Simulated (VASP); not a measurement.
Wanted: the native input for a VASP 6.6.1 run.

```
Task                   : single point
Functional             : PBE
Potentials or basis    : VASP PAW PBE potentials, release 64 (Cl, Li_sv)
Cutoff                 : 520 eV
k mesh                 : 9 × 9 × 9
Occupations            : gaussian, width 0.028 eV
Spin                   : no spin polarisation
Dipole correction      : no
Further INCAR settings : ALGO = Normal; EDIFF = 1e-07; NBANDS = 12
```

The structure of LiCl lies in POSCAR:

```
LiCl
1.0
    0.0000000000      2.5647700000      2.5647700000
    2.5647700000      0.0000000000      2.5647700000
    2.5647700000      2.5647700000      0.0000000000
Cl Li
1 1
Direct
    0.5000000000      0.5000000000      0.5000000000
    0.0000000000      0.0000000000      0.0000000000
```

One way to write it, as run:

INCAR

```
  PREC = Accurate
  ENCUT = 520
  EDIFF = 1E-7
  ISMEAR = 0
  SIGMA = 0.028000000000000004
  LREAL = False
  LASPH = True
  NELM = 80
  ALGO = Normal
  ISIF = 2
  LWAVE = False
  LCHARG = False
  GGA = PE
  NBANDS = 12
```

KPOINTS

```
regular mesh
0
Gamma
  9 9 9
```

Potentials or basis: VASP PAW PBE potentials, release 64 (Cl, Li_sv).

Launch:

```console
$ cat potpaw_PBE.64/Cl/POTCAR potpaw_PBE.64/Li_sv/POTCAR > POTCAR
$ mpirun -np 1 vasp_std > vasp.out
```

It gave:

* Band gap on the k mesh: 6.34 eV, direct

It took 13 s on 1 thread of AMD EPYC 9R45 96-Core Processor (Zen 5) (shared host), peak memory 0.12 GiB.
